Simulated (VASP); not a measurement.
# TiCo3 (Pm-3m) in VASP: single point with PBEsol

Aim: the single point of TiCo3 with PBEsol.

Everything below comes from runs of VASP 6.6.1. Logs are shortened: lines on timing, memory, paths and dates and some standing lists are left out, and cuts for length are marked.

## (1) The cell of the first run

The structure is cubic, space group Pm-3m (No. 221). The conventional cell has a = 3.641 Å, b = 3.641 Å, c = 3.641 Å, α = 90.00°, β = 90.00°, γ = 90.00°. Within 3.4 Å of Co (site symmetry 4/mmm) lie 8 Co at 2.57 Å and 4 Ti at 2.57 Å. Ti (site symmetry m-3m) has 12 Co at 2.57 Å within 3.4 Å.

## (2) Single point, PBEsol, collinear spin, ferromagnetic start

Input file INCAR:

```
SYSTEM = TiCo3
  PREC = Accurate
  ENCUT = 520
  EDIFF = 1E-6
  ISMEAR = -1
  SIGMA = 0.05
  LREAL = .FALSE.
  LASPH = .TRUE.
  NELM = 150
  ALGO = Normal
  ISIF = 2
  LWAVE = .FALSE.
  LCHARG = .FALSE.
  ISPIN = 2
  MAGMOM = 2 2 2 1
  LORBIT = 11
  LMAXMIX = 4
  GGA = PS
  NBANDS = 32
```

Input file KPOINTS:

```
regular mesh
0
G
  8 8 8
  0 0 0
```

Input file POSCAR:

```
TiCo3
1.0
    3.6410373889      0.0000000000      0.0000000000
    0.0000000000      3.6410373889      0.0000000000
    0.0000000000      0.0000000000      3.6410373889
Co Ti
3 1
Direct
    0.5000000000      0.5000000000      0.0000000000
    0.5000000000      0.0000000000      0.5000000000
    0.0000000000      0.5000000000      0.5000000000
    0.0000000000      0.0000000000      0.0000000000
```

Potentials or basis: VASP PAW PBE potentials, release 64 (Co, Ti_sv).

Command:

```bash
$ cat potpaw_PBE.64/Co/POTCAR potpaw_PBE.64/Ti_sv/POTCAR > POTCAR
$ mpirun -np 1 vasp_std > vasp.out
```

OUTCAR:

```text
SYSTEM = TiCo3
   PREC = Accurate
   ENCUT = 520
   EDIFF = 1E-6
   ISMEAR = -1
   LREAL = .FALSE.
   LASPH = .TRUE.
   NELM = 150
   ISIF = 2
   ISPIN = 2
   LORBIT = 11
   GGA = PS

 ion  position               nearest neighbor table
   1  0.500  0.500  0.000-   2 2.57   3 2.57   4 2.57   2 2.57   3 2.57   2 2.57   4 2.57   2 2.57
                             3 2.57   4 2.57   3 2.57   4 2.57
   2  0.500  0.000  0.500-   1 2.57   3 2.57   4 2.57   1 2.57   4 2.57   1 2.57   3 2.57   1 2.57
                             3 2.57   4 2.57   4 2.57   3 2.57
   3  0.000  0.500  0.500-   1 2.57   2 2.57   4 2.57   1 2.57   4 2.57   2 2.57   4 2.57   4 2.57
                             1 2.57   2 2.57   1 2.57   2 2.57
   4  0.000  0.000  0.000-   1 2.57   2 2.57   3 2.57   2 2.57   3 2.57   1 2.57   3 2.57   3 2.57
                             1 2.57   2 2.57   2 2.57   1 2.57

  LATTYP: Found a simple cubic cell.
 ALAT       =     3.6410373889

  Lattice vectors:

 A1 = (   3.6410373889,   0.0000000000,   0.0000000000)
 A2 = (   0.0000000000,   3.6410373889,   0.0000000000)
 A3 = (   0.0000000000,   0.0000000000,   3.6410373889)

Analysis of symmetry for initial positions (statically):
=====================================================================
 Subroutine PRICEL returns:
 Original cell was already a primitive cell.

 Routine SETGRP: Setting up the symmetry group for a
 simple cubic supercell.

 Subroutine GETGRP returns: Found 48 space group operations
 (whereof 48 operations were pure point group operations)
 out of a pool of 48 trial point group operations.

The static configuration has the point symmetry O_h .

Analysis of symmetry for dynamics (positions and initial velocities):
=====================================================================
 Subroutine PRICEL returns:
 Original cell was already a primitive cell.

 Routine SETGRP: Setting up the symmetry group for a
 simple cubic supercell.

 Subroutine GETGRP returns: Found 48 space group operations
 (whereof 48 operations were pure point group operations)
 out of a pool of 48 trial point group operations.

The dynamic configuration has the point symmetry O_h .

Analysis of structural, dynamic, and magnetic symmetry:
=====================================================================
 Subroutine PRICEL returns:
 Original cell was already a primitive cell.

 Routine SETGRP: Setting up the symmetry group for a
 simple cubic supercell.

 Subroutine GETGRP returns: Found 48 space group operations
 (whereof 48 operations were pure point group operations)
 out of a pool of 48 trial point group operations.

The overall configuration has the point symmetry O_h .

 Subroutine INISYM returns: Found 48 space group operations
 (whereof 48 operations are pure point group operations),
[... 133 lines left out ...]
  volume of cell :       48.27
 maximum number of plane-waves:      1328
 NGX is ok and might be reduce to    28
   NGX = 13   NGY = 13   NGZ = 13

 number of electron      39.0000000 magnetization       2.6665629

 Free energy of the ion-electron system (eV)
  ---------------------------------------------------
  ext. energy  EPLUGINS =         0.00000000
  ---------------------------------------------------
  free energy    TOTEN  =       -32.53471412 eV

  energy without entropy =      -32.49472434  energy(sigma->0) =      -32.51471923

 E-fermi :   9.5461     XC(G=0): -13.1206

 val. band max:        9.5406461781   @ k =   0.5000   0.0000   0.0000
 cond. band min:       9.5485139677   @ k =   0.3750   0.2500   0.1250
 fundamental gap:      0.0078677896
 Fermi energy:         9.5460674711

 spin component 1

 k-point     1 :       0.0000    0.0000    0.0000
  band No.  band energies     occupation
      1     -46.6834      1.00000
      2     -23.0245      1.00000
      3     -23.0245      1.00000
      4     -23.0245      1.00000
      5       1.6427      1.00000
      6       5.1724      1.00000
[... 805 lines left out ...]
     30      19.3495      0.00000
     31      20.8795      0.00000

 [... further k-points ...]

 spin component 2

 k-point     1 :       0.0000    0.0000    0.0000
  band No.  band energies     occupation
      1     -47.0651      1.00000
      2     -23.4112      1.00000
      3     -23.4112      1.00000
      4     -23.4112      1.00000
      5       1.6059      1.00000
      6       5.6321      1.00000
[... 805 lines left out ...]
     30      19.4737      0.00000
     31      21.1088      0.00000

 [... further k-points ...]

 [bands above 31 left out]

------------------------ aborting loop because EDIFF is reached ----------------------------------------

  FORCE on cell =-STRESS in cart. coord.  units (eV):
  Direction    XX          YY          ZZ          XY          YZ          ZX
  --------------------------------------------------------------------------------------
  -------------------------------------------------------------------------------------
  Total       -4.3530657     -4.3530657     -4.3530657     -0.0000000      0.0000000     -0.0000000
  in kB     -144.4875373   -144.4875373   -144.4875373     -0.0000000      0.0000000     -0.0000000
  external PRESSURE =    -144.4875373 kB  Pullay stress =       0.0000000 kB

 VOLUME and BASIS-vectors are now :
 -----------------------------------------------------------------------------
  energy-cutoff  :      520.00
  volume of cell :       48.27
      direct lattice vectors                 reciprocal lattice vectors
     3.641037389  0.000000000  0.000000000     0.274647001  0.000000000  0.000000000
     0.000000000  3.641037389  0.000000000     0.000000000  0.274647001  0.000000000
     0.000000000  0.000000000  3.641037389     0.000000000  0.000000000  0.274647001

 POSITION                                       TOTAL-FORCE (eV/Angst)
 -----------------------------------------------------------------------------------
      1.82052      1.82052      0.00000         0.000000      0.000000      0.000000
      1.82052      0.00000      1.82052         0.000000      0.000000      0.000000
      0.00000      1.82052      1.82052         0.000000      0.000000      0.000000
      0.00000      0.00000      0.00000         0.000000      0.000000      0.000000
 -----------------------------------------------------------------------------------
    total drift:                                0.000000      0.000000      0.000000

  FREE ENERGIE OF THE ION-ELECTRON SYSTEM (eV)
  ---------------------------------------------------
  free  energy   TOTEN  =       -32.5347141170 eV

  energy  without entropy=      -32.4947243351  energy(sigma->0) =      -32.51471923

 total charge

# of ion       s       p       d       tot
------------------------------------------
    1        0.489   0.478   7.284   8.251
    2        0.489   0.478   7.284   8.251
    3        0.489   0.478   7.284   8.251
    4        2.258   6.180   1.901  10.338
--------------------------------------------------
tot          3.724   7.615  23.752  35.091

 magnetization (x)

# of ion       s       p       d       tot
------------------------------------------
    1       -0.006  -0.026   1.113   1.081
    2       -0.006  -0.026   1.113   1.081
    3       -0.006  -0.026   1.113   1.081
    4       -0.010  -0.030  -0.398  -0.438
--------------------------------------------------
tot         -0.027  -0.109   2.942   2.806
```

stdout:

```text
POSCAR found type information on POSCAR CoTi
 POSCAR found :  2 types and       4 ions
 scaLAPACK will be used
 -----------------------------------------------------------------------------
|                                                                             |
|                                                                             |
|     You enforced a specific xc type in the INCAR file but a different       |
|     I HOPE YOU KNOW WHAT YOU ARE DOING!                                     |
|                                                                             |
 -----------------------------------------------------------------------------

 LDA part: xc-table for (Slater+PW92), standard interpolation
 POSCAR, INCAR and KPOINTS ok, starting setup
 FFT: planning ... GRIDC
 FFT: planning ... GRID_SOFT
 FFT: planning ... GRID
 WAVECAR not read
 entering main loop
```

It took 96 s on 1 thread of Intel Xeon Platinum 8488C (Sapphire Rapids), shared host; peak memory 0.22 GiB.

What came out:

| Property | Result |
| --- | --- |
| Free energy | -32.5347 eV |
| Pressure | -14.4 GPa |
| Net moment | 2.67 μB per cell |
| Site moments | Co +1.08; Ti -0.44 μB |
| Valence electrons inside the program's atomic spheres | Co 8.25; Ti 10.34 |

Caveat: the PAW data sets were made with another functional, which shifts forces and pressure a little.
